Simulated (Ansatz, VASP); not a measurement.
HfN: VASP beside Ansatz

```
CELL_PARAMETERS angstrom
3.15779 0.00000 0.00000
-1.57890 2.73473 0.00000
0.00000 0.00000 5.45690
ATOMIC_POSITIONS crystal
Hf 0.00000 0.00000 0.00000
Hf 0.33333 0.66667 0.50000
N 0.66667 0.33333 0.25000
N 0.66667 0.33333 0.75000
```

Alike in both runs: functional PBE; k mesh 12 × 12 × 9; occupations gaussian, width 0.1 eV; no spin polarisation.

Ansatz relaxed the structure, and its values are those at the end. VASP's run is a single point on that final structure, the one shown.

|  | VASP | Ansatz |
| --- | --- | --- |
| version | VASP 6.6.1 | Ansatz 0.2.0 |
| potentials or method | VASP PAW PBE potentials, release 64 (Hf_pv, N), cutoff 600 eV | scalar-relativistic, plane waves, PAW |
| valence electrons in the cell | 30 | 62 |

Ansatz gave:

| Item | Value |
| --- | --- |
| gap on the k mesh at the Fermi level (eV) | none |
| pressure (GPa) | 0.0 |

Question: What did VASP give for the same quantities?

Answer: gap on the k mesh at the Fermi level (eV): none; pressure (GPa): -2.3.

A gap of «none» marks a metal or a gap that the smearing closes. VASP's potentials hold 30 valence electrons a cell and Ansatz's 62, so a difference there can come from the potentials and not from the codes.

Spin-orbit coupling is off throughout.
